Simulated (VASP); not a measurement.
# Cd (P6_3/mmc) in VASP: further runs

Runs on Cd. Level: PBE. Tasks: single point.

Program: VASP 6.6.1. These are calculated values, not measurements. Logs are shortened: lines on timing, memory, paths and dates and some standing lists are left out, and cuts for length are marked.

## (1) The cell of the first run

It takes space group P6_3/mmc (No. 194, hexagonal). Conventional cell: a = 2.949 Å, b = 2.949 Å, c = 4.806 Å, α = 90.00°, β = 90.00°, γ = 120.00°. Within 3.9 Å of Cd (site symmetry -6m2) lie 12 Cd at 2.95 Å.

## (2) Single point, PBE

INCAR reads:

```
SYSTEM = Cd
ALGO = Normal ; EDIFF = 1E-6
ENCUT = 520 ; GGA = PE
ISIF = 2 ; ISMEAR = -1
LASPH = .TRUE. ; LCHARG = .TRUE.
LELF = .TRUE. ; LREAL = .FALSE.
LVHAR = .TRUE. ; LWAVE = .FALSE.
NBANDS = 19 ; NELM = 100
PREC = Accurate ; SIGMA = 0.1
```

KPOINTS reads:

```
k-points
0
G
  15 15 8
  0 0 0
```

POSCAR reads:

```
Cd
1.0
    2.9492604828      0.0000000000      0.0000000000
   -1.4746302414      2.5541345005      0.0000000000
    0.0000000000      0.0000000000      4.8062194076
Cd
2
Direct
    0.3333333333      0.6666666667      0.2500000000
    0.6666666667      0.3333333333      0.7500000000
```

Potentials or basis: VASP PAW PBE potentials, release 64 (Cd).

Run with:

```sh
cat potpaw_PBE.64/Cd/POTCAR > POTCAR
mpirun -np 1 vasp_std > vasp.out
```

OUTCAR:

```text
SYSTEM = Cd
   EDIFF = 1E-6
   ENCUT = 520
   GGA = PE
   ISIF = 2
   ISMEAR = -1
   LASPH = .TRUE.
   LREAL = .FALSE.
   NELM = 100
   PREC = Accurate

 ion  position               nearest neighbor table
   1  0.333  0.667  0.250-   2 2.95   2 2.95   2 2.95   2 2.95   2 2.95   2 2.95
   2  0.667  0.333  0.750-   1 2.95   1 2.95   1 2.95   1 2.95   1 2.95   1 2.95

  LATTYP: Found a hexagonal cell.
 ALAT       =     2.9492604828
 C/A-ratio  =     1.6296354410

  Lattice vectors:

 A1 = (   2.9492604828,   0.0000000000,   0.0000000000)
 A2 = (  -1.4746302414,   2.5541345005,   0.0000000000)
 A3 = (   0.0000000000,   0.0000000000,   4.8062194076)

Analysis of symmetry for initial positions (statically):
=====================================================================
 Subroutine PRICEL returns:
 Original cell was already a primitive cell.

 Routine SETGRP: Setting up the symmetry group for a
 hexagonal supercell.

 Subroutine GETGRP returns: Found 24 space group operations
 (whereof 12 operations were pure point group operations)
 out of a pool of 24 trial point group operations.

The static configuration has the point symmetry D_3d.
 The point group associated with its full space group is D_6h.

Analysis of symmetry for dynamics (positions and initial velocities):
=====================================================================
 Subroutine PRICEL returns:
 Original cell was already a primitive cell.

 Routine SETGRP: Setting up the symmetry group for a
 hexagonal supercell.

 Subroutine GETGRP returns: Found 24 space group operations
 (whereof 12 operations were pure point group operations)
 out of a pool of 24 trial point group operations.

The dynamic configuration has the point symmetry D_3d.
 The point group associated with its full space group is D_6h.

 Subroutine INISYM returns: Found 24 space group operations
 (whereof 12 operations are pure point group operations),
 and found     1 'primitive' translations

----------------------------------------------------------------------------------------

                                     Primitive cell

  volume of cell :      36.2043

  direct lattice vectors                    reciprocal lattice vectors
     2.949260483  0.000000000  0.000000000     0.339068050  0.195761030  0.000000000
    -1.474630241  2.554134501  0.000000000     0.000000000  0.391522060  0.000000000
     0.000000000  0.000000000  4.806219408     0.000000000  0.000000000  0.208063743

  length of vectors
     2.949260483  2.949260483  4.806219408     0.391522060  0.391522060  0.208063743

  position of ions in fractional coordinates (direct lattice)
     0.333333333  0.666666667  0.250000000
     0.666666667  0.333333333  0.750000000

  ion indices of the primitive-cell ions
   primitive index   ion index
                 1           1
                 2           2

----------------------------------------------------------------------------------------

 KPOINTS: k-points

Automatic generation of k-mesh.
 Grid dimensions read from file:
 generate k-points for:   15   15    8

 Generating k-lattice:

  Cartesian coordinates                     Fractional coordinates (reciprocal lattice)
     0.022604537  0.013050735  0.000000000     0.066666667  0.000000000  0.000000000
     0.000000000  0.026101471  0.000000000     0.000000000  0.066666667  0.000000000
     0.000000000  0.000000000  0.026007968     0.000000000  0.000000000  0.125000000

  Length of vectors
     0.026101471  0.026101471  0.026007968

  Shift w.r.t. Gamma in fractional coordinates (k-lattice)
     0.000000000  0.000000000  0.000000000

 Subroutine IBZKPT returns following result:
 ===========================================

 Found    135 irreducible k-points:

 Following reciprocal coordinates:
            Coordinates               Weight
  0.000000  0.000000  0.000000      1.000000
  0.066667  0.000000  0.000000      6.000000
  0.133333 -0.000000  0.000000      6.000000
  0.200000  0.000000  0.000000      6.000000
  0.266667 -0.000000  0.000000      6.000000
  0.333333 -0.000000  0.000000      6.000000
[... 16 lines left out ...]
  0.333333  0.200000  0.000000     12.000000
  0.400000  0.200000  0.000000      6.000000
 [... further k-points ...]
   k-points           NKPTS =    135   k-points in BZ     NKDIM =    135   number of bands    NBANDS=     19
   number of dos      NEDOS =    301   number of ions     NIONS =      2
   total plane-waves  NPLWV =  20736
   dimension x,y,z NGX =    24 NGY =   24 NGZ =   36
   dimension x,y,z NGXF=    48 NGYF=   48 NGZF=   72
   ions per type =               2
   NGX,Y,Z   is equivalent  to a cutoff of  13.53, 13.53, 12.45 a.u.
   NGXF,Y,Z  is equivalent  to a cutoff of  27.06, 27.06, 24.90 a.u.
 SYSTEM =  Cd
   PREC   = accura    normal or accurate (medium, high low for compatibility)
   ISTART =      0    job   : 0-new  1-cont  2-samecut
   ICHARG =      2    charge: 1-file 2-atom 10-const
   ISPIN  =      1    spin polarized calculation?
   LNONCOLLINEAR =      F non collinear calculations
   LSORBIT =      F    spin-orbit coupling
   LASPH  =      T    aspherical Exc in radial PAW
   ENCUT  =  520.0 eV  38.22 Ry    6.18 a.u.   5.48  5.48  8.94*2*pi/ulx,y,z
   NELM   =    100;   NELMIN=  2; NELMDL= -5     # of ELM steps
   EDIFF  = 0.1E-05   stopping-criterion for ELM
   LREAL  =      F    real-space projection
   EDIFFG = 0.1E-04   stopping-criterion for IOM
   NSW    =      0    number of steps for IOM
   IBRION =     -1    ionic relax: 0-MD 1-quasi-New 2-CG
   NFREE  =      0    steps in history (QN), initial steepest desc. (CG)
   ISIF   =      2    stress and relaxation
   ISYM   =      2    0-nonsym 1-usesym 2-fastsym
   POTIM  = 0.5000    time-step for ionic-motion
   TEBEG  =    0.0;   TEEND  =   0.0 temperature during run
   PSTRESS=    0.0 pullay stress
   NELECT =      24.0000    total number of electrons
   NUPDOWN=      -1.0000    fix difference up-down
   EMIN   =  10.00;   EMAX   =-10.00  energy-range for DOS
   EFERMI =   0.00;   METHOD = LEGACY
   ISMEAR =    -1;   SIGMA  =   0.10  broadening in eV -4-tet -1-fermi 0-gaus
   EFERMI_NEDOS =   21; number of points for ismear=-14 and -15
   IALGO  =     38    algorithm
   IMIX   =      4    mixing-type and parameters
     AMIX     =   0.40;   BMIX     =  1.00
     AMIX_MAG =   1.60;   BMIX_MAG =  1.00
  volume/ion in A,a.u.               =      18.10       122.16
  Fermi-wavevector in a.u.,A,eV,Ry     =   1.427442  2.697474 27.723097  2.037590
  Thomas-Fermi vector in A             =   2.547611
   LORBIT       =      0    0 simple, 1 ext, 2 COOP (PROOUT), +10 PAW based schemes
   GGA     = PE    functional components
   LHFCALC =     F    Hartree Fock is set to
   AEXX    =    0.0000 exact exchange contribution
   IVDW    =     0    specifies the selected vdW correction
   LEPSILON=     F    determine dielectric tensor
   LRPA    =     F    only Hartree local field effects (RPA)
 non-spin polarized calculation
  energy-cutoff  :      520.00
  volume of cell :       36.20
 maximum number of plane-waves:      1002
 NGX is ok and might be reduce to    24
   NGX = 11   NGY = 11   NGZ = 17

 number of electron      24.0000003 magnetization

 Free energy of the ion-electron system (eV)
  ---------------------------------------------------
  ext. energy  EPLUGINS =         0.00000000
  ---------------------------------------------------
  free energy    TOTEN  =        -1.05911059 eV

  energy without entropy =       -1.04274049  energy(sigma->0) =       -1.05092554

 E-fermi :   4.6595     XC(G=0): -12.0189

 val. band max:        4.6525607277   @ k =   0.0000   0.0000   0.1250
 cond. band min:       4.7022294430   @ k =   0.2667   0.0667   0.0000
 fundamental gap:      0.0496687153
 Fermi energy:         4.6594872288

 k-point     1 :       0.0000    0.0000    0.0000
  band No.  band energies     occupation
      1      -6.2400      2.00000
      2      -5.9614      2.00000
      3      -5.4154      2.00000
      4      -5.3416      2.00000
      5      -5.3416      2.00000
      6      -5.1962      2.00000
[... 11 lines left out ...]
     18      20.1489      0.00000
     19      20.7139      0.00000

 k-point     2 :       0.0667    0.0000    0.0000
  band No.  band energies     occupation
      1      -6.1953      2.00000
      2      -5.8514      2.00000
      3      -5.4569      2.00000
      4      -5.2963      2.00000
      5      -5.2944      2.00000
      6      -5.2043      2.00000
[... 11 lines left out ...]
     18      20.5704      0.00000
     19      21.7852      0.00000

 k-point     3 :       0.1333   -0.0000    0.0000
  band No.  band energies     occupation
      1      -6.0895      2.00000
      2      -5.6434      2.00000
      3      -5.4723      2.00000
      4      -5.2421      2.00000
      5      -5.1660      2.00000
      6      -5.1254      2.00000
[... 11 lines left out ...]
     18      20.6708      0.00000
     19      20.8039      0.00000

 k-point     4 :       0.2000    0.0000    0.0000
  band No.  band energies     occupation
      1      -6.0252      2.00000
      2      -5.6488      2.00000
      3      -5.3964      2.00000
      4      -5.3227      2.00000
      5      -5.1510      2.00000
      6      -5.1417      2.00000
[... 11 lines left out ...]
     18      18.6522      0.00000
     19      20.3997      0.00000

 k-point     5 :       0.2667   -0.0000    0.0000
  band No.  band energies     occupation
      1      -6.0864      2.00000
      2      -5.7155      2.00000
      3      -5.5691      2.00000
      4      -5.2875      2.00000
      5      -5.2406      2.00000
      6      -4.9791      2.00000
[... 11 lines left out ...]
     18      17.3390      0.00000
     19      19.6002      0.00000
[... 334 lines left out ...]
      2      -5.8085      2.00000
      3      -5.7926      2.00000
      4      -5.4006      2.00000
      5      -5.1187      2.00000
      6      -5.0286      2.00000
[... 11 lines left out ...]
     18      15.4755      0.00000
     19      15.6644      0.00000

 k-point    22 :       0.2667    0.2000    0.0000
  band No.  band energies     occupation
      1      -5.9409      2.00000
      2      -5.8988      2.00000
      3      -5.7218      2.00000
      4      -5.4253      2.00000
      5      -5.0700      2.00000
      6      -5.0542      2.00000
[... 11 lines left out ...]
     18      14.7960      0.00000
     19      15.0730      0.00000

 k-point    23 :       0.3333    0.2000    0.0000
  band No.  band energies     occupation
      1      -6.0378      2.00000
      2      -5.9610      2.00000
      3      -5.6781      2.00000
      4      -5.4189      2.00000
      5      -5.1373      2.00000
      6      -5.0202      2.00000
[... 11 lines left out ...]
     18      14.3930      0.00000
     19      14.7769      0.00000

 k-point    24 :       0.4000    0.2000    0.0000
  band No.  band energies     occupation
      1      -6.0713      2.00000
      2      -5.9834      2.00000
      3      -5.6676      2.00000
      4      -5.4086      2.00000
      5      -5.1745      2.00000
      6      -4.9817      2.00000
[... 11 lines left out ...]
     18      14.2552      0.00000
     19      14.6793      0.00000

 [... further k-points ...]
[... 5 lines left out ...]
  --------------------------------------------------------------------------------------
  -------------------------------------------------------------------------------------
  Total        4.2331469      4.2331469      4.2273767     -0.0000000     -0.0000000      0.0000000
  in kB      187.3326338    187.3326338    187.0772780     -0.0000000     -0.0000000      0.0000000
  external PRESSURE =     187.2475152 kB  Pullay stress =       0.0000000 kB

 VOLUME and BASIS-vectors are now :
 -----------------------------------------------------------------------------
  energy-cutoff  :      520.00
  volume of cell :       36.20
      direct lattice vectors                 reciprocal lattice vectors
     2.949260483  0.000000000  0.000000000     0.339068050  0.195761030  0.000000000
    -1.474630241  2.554134501  0.000000000     0.000000000  0.391522060  0.000000000
     0.000000000  0.000000000  4.806219408     0.000000000  0.000000000  0.208063743

 POSITION                                       TOTAL-FORCE (eV/Angst)
 -----------------------------------------------------------------------------------
     -0.00000      1.70276      1.20155        -0.000000      0.000000      0.000000
      1.47463      0.85138      3.60466         0.000000     -0.000000      0.000000
 -----------------------------------------------------------------------------------
    total drift:                                0.000000     -0.000000      0.000000

  FREE ENERGIE OF THE ION-ELECTRON SYSTEM (eV)
  ---------------------------------------------------
  free  energy   TOTEN  =        -1.0591105907 eV

  energy  without entropy=       -1.0427404879  energy(sigma->0) =       -1.05092554
```

It took 84 s on 1 thread of Intel Xeon 8259CL, shared host; peak memory 0.21 GiB.

What came out:

```yaml
Free_energy: -1.0591 eV
Pressure: 18.7 GPa
Band_gap_on_the_k_mesh: zero (bands 12 and 13 overlap by 2.61 eV)
```

Caveat: the cell stands under pressure.

## (3) Single point, PBE

INCAR reads:

```
PREC = Accurate
ENCUT = 520
EDIFF = 1E-7
ISMEAR = -1
SIGMA = 0.1
LREAL = False
LASPH = True
NELM = 80
ALGO = Normal
ISIF = 2
LWAVE = False
LCHARG = False
GGA = PE
NBANDS = 19
```

KPOINTS reads:

```
regular mesh
0
Gamma
  15 15 8
```

POSCAR reads:

```
Cd
1.0
    2.9485857320      0.0000000000      0.0000000000
   -1.4742928660      2.5535501492      0.0000000000
    0.0000000000      0.0000000000      4.8070993301
Cd
2
Direct
    0.3333333333      0.6666666667      0.2500000000
    0.6666666667      0.3333333333      0.7500000000
```

Potentials or basis: VASP PAW PBE potentials, release 64 (Cd).

Run with:

```sh
cat potpaw_PBE.64/Cd/POTCAR > POTCAR
mpirun -np 1 vasp_std > vasp.out
```

Wall time 87 s (1 thread of Intel Xeon 8259CL, shared host); peak memory 0.21 GiB.

The run converged. Its results:

```
Free energy            : -1.0579 eV
Pressure               : 18.8 GPa
Band gap on the k mesh : zero (bands 12 and 13 overlap by 2.62 eV)
```

Levels at points of the mesh, in eV from the Fermi level:
| k point | band 9 | band 10 | band 11 | band 12 | band 13 | band 14 | band 15 | band 16 |
| --- | --- | --- | --- | --- | --- | --- | --- | --- |
| (0.00, 0.00, 0.00) | -9.64 | -8.95 | -8.95 | -3.44 | -1.25 | 13.52 | 14.01 | 14.01 |
| (0.00, 0.00, 0.50) | -9.17 | -9.17 | -8.47 | -8.47 | 6.90 | 6.90 | 13.91 | 13.91 |

Caveat: the cell stands under pressure.

The gap in the log of VASP goes by the Fermi energy; the results here count the filled bands.